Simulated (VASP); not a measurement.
Wanted: the native input for a VASP 6.6.1 run.

```yaml
Task: single point
Functional: PBEsol
Potentials_or_basis: VASP PAW PBE potentials, release 64 (Ru_pv)
Cutoff: 520 eV
k_mesh: 18 × 18 × 10
Occupations: gaussian, width 0.15 eV
Spin: no spin polarisation
Dipole_correction: no
Further_INCAR_settings: ALGO = Fast; EDIFF = 1e-06; NBANDS = 21
```

The structure of Ru lies in POSCAR:

```
Ru
1.0
    2.5767000000      0.0000000000      0.0000000000
   -1.2883500000      2.2314876579      0.0000000000
    0.0000000000      0.0000000000      4.1503000000
Ru
2
Direct
    0.3333333333      0.6666666667      0.2500000000
    0.6666666667      0.3333333333      0.7500000000
```

One way to write it, as run:

INCAR

```
  ALGO = Fast
  EDIFF = 1E-6
  ENCUT = 520
  GGA = PS
  ISIF = 2
  ISMEAR = 0
  LASPH = T
  LCHARG = T
  LELF = T
  LREAL = F
  LVHAR = T
  LWAVE = F
  NBANDS = 21
  NELM = 60
  PREC = Accurate
  SIGMA = 0.15
```

KPOINTS

```
k-points
0
Gamma
  18 18 10
```

Potentials or basis: VASP PAW PBE potentials, release 64 (Ru_pv).

Launch:

```console
$ cat potpaw_PBE.64/Ru_pv/POTCAR > POTCAR
$ mpirun -np 1 vasp_std > vasp.out
```

It gave:

| Quantity | Value |
| --- | --- |
| Pressure | 49.7 GPa |
| Band gap on the k mesh | zero (band 14 reaches 17.14 eV, above the bottom of band 15 at 13.31 eV) |

Caveat: the PAW data sets were made with another functional, which shifts forces and pressure a little.

Run time: 49 s on 1 thread of AMD EPYC 9R45 96-Core Processor (Zen 5), with other jobs on the host, peak memory 0.17 GiB.
